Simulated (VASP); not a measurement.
Input of a VASP 6.6.1 run:

File INCAR:

```
PREC = Accurate
ENCUT = 520
EDIFF = 1E-6
ISMEAR = -1
SIGMA = 0.05
LREAL = False
LASPH = True
NELM = 60
ALGO = Normal
ISIF = 2
LWAVE = False
LCHARG = False
GGA = PE
NBANDS = 63
```

Contents of KPOINTS:

```
regular mesh
0
Gamma
  4 4 3
```

POSCAR

```
HfIn4SiO6
1.0
    2.6813111922     -4.6433321935      0.0078877419
    2.6813111922      4.6433321935      0.0078877419
   -1.8556831490      0.0000000000      7.1489148664
Hf In Si O
1 4 1 6
Direct
    0.7882782463      0.2117217537      0.0000000000
    0.6208974116      0.3791025884      0.5000000000
    0.4549252321      0.5450747679      0.0000000000
    0.2856462106      0.7143537894      0.5000000000
    0.9577741317      0.0422258683      0.5000000000
    0.1216168047      0.8783831953      0.0000000000
    0.0598324766      0.1110094510      0.8614234569
    0.8889905490      0.9401675234      0.1385765431
    0.7941237296      0.5366086907      0.8614183369
    0.4633913093      0.2058762704      0.1385816631
    0.1548076926      0.6314437940      0.1384398081
    0.3685562060      0.8451923074      0.8615601919
```

Potentials or basis: VASP PAW PBE potentials, release 64 (Hf_pv, In_d, Si, O).

Launch:

```bash
$ cat potpaw_PBE.64/Hf_pv/POTCAR potpaw_PBE.64/In_d/POTCAR potpaw_PBE.64/Si/POTCAR potpaw_PBE.64/O/POTCAR > POTCAR
$ mpirun -np 1 vasp_std > vasp.out
```

Task: What does it give for the largest force?

Result: 0.142 eV/Å.

Task: Predict the pressure.

Result: 4.5 GPa.

Task: Estimate the band gap on the k mesh.

Result: Zero (bands 51 and 52 overlap by 1.23 eV).

Forces on the atoms (eV/Å):
```
Hf   0.000  0.002  0.000
In   0.000  0.000  0.000
In   0.000  0.001  0.000
In   0.000  0.001  0.000
In   0.000  0.000  0.000
Si   0.000  0.002  0.000
O   -0.055  0.124  0.037
O    0.055  0.124 -0.037
O   -0.082 -0.110  0.036
O    0.082 -0.110 -0.036
O   -0.134 -0.017 -0.037
O    0.134 -0.017  0.037
```

Caveat: the cell stands under pressure; spin-orbit coupling is left out, which moves the levels of the heavy elements.
